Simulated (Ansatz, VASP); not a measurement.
## CoSi2: VASP beside Ansatz

Contents of INCAR:

```
PREC = Accurate ; ENCUT = 600
EDIFF = 1E-6 ; ISMEAR = -1
SIGMA = 0.05 ; LREAL = False
LASPH = True ; NELM = 200
ALGO = Normal ; ISIF = 2
LWAVE = False ; LCHARG = True
ISPIN = 2 ; MAGMOM = 2.5 0 0
LORBIT = 11 ; NUPDOWN = 2.5
LMAXMIX = 4 ; GGA = PE
LELF = True ; LVHAR = True
NBANDS = 24 ; GGA_COMPAT = False
```

File KPOINTS:

```
Automatic mesh
0
Gamma
  7 7 7
```

File POSCAR:

```
CoSi2
1.0
    0.0000000000      2.6780000000      2.6780000000
    2.6780000000      0.0000000000      2.6780000000
    2.6780000000      2.6780000000      0.0000000000
Co Si
1 2
Direct
    0.0000000000      0.0000000000      0.0000000000
    0.7500000000      0.7500000000      0.7500000000
    0.2500000000      0.2500000000      0.2500000000
```

Contents of input.yaml:

```yaml
crystal:
  lattice:
    - [0.0, 2.678, 2.678]
    - [2.678, 0.0, 2.678]
    - [2.678, 2.678, 0.0]
  atoms:
    - { symbol: Co, position: [0.0, 0.0, 0.0], spin: 2.5 }
    - { symbol: Si, position: [0.75, 0.75, 0.75] }
    - { symbol: Si, position: [0.25, 0.25, 0.25] }
hamiltonian:
  xc: pbe
  pseudopotentials: { kind: paw }
magnetization:
  spin_polarized: true
  initial_magnetization: 2.5
  spin_locking: { lock_magnetization: hard }
kpoints:
  mp_grid: { grid: [7, 7, 7] }
scf:
  occupations: { method: fermi_dirac, width: 0.05 }
  lower_state_search: "off"
output:
  forces: true
  stress: true
  eigenvalues: true
```

Alike in both runs: task single point; functional PBE; k mesh 7 × 7 × 7; occupations fermi-dirac, width 0.05 eV; collinear spin; fixed moment 2.5 μB.

|  | VASP | Ansatz |
| --- | --- | --- |
| version | VASP 6.6.1 | Ansatz 0.2.0 |
| potentials or method | VASP PAW PBE potentials, release 64 (Co_sv, Si) | Ansatz PAW |
| plane-wave cutoff (eV) | 600 | 420 |
| valence electrons in the cell | 25 | 25 |

|  | VASP | Ansatz | Ansatz less VASP |
| --- | --- | --- | --- |
| pressure (GPa) | 18.8 | 20.0 | +1.16 |
| net moment per atom (μB) | 0.83 | 0.83 | 0.000 |
| size of the moment on the site where the two differ most (μB) | 1.38 | 1.42 | +0.039 |

Site moments also hang on the region over which each program counts them.
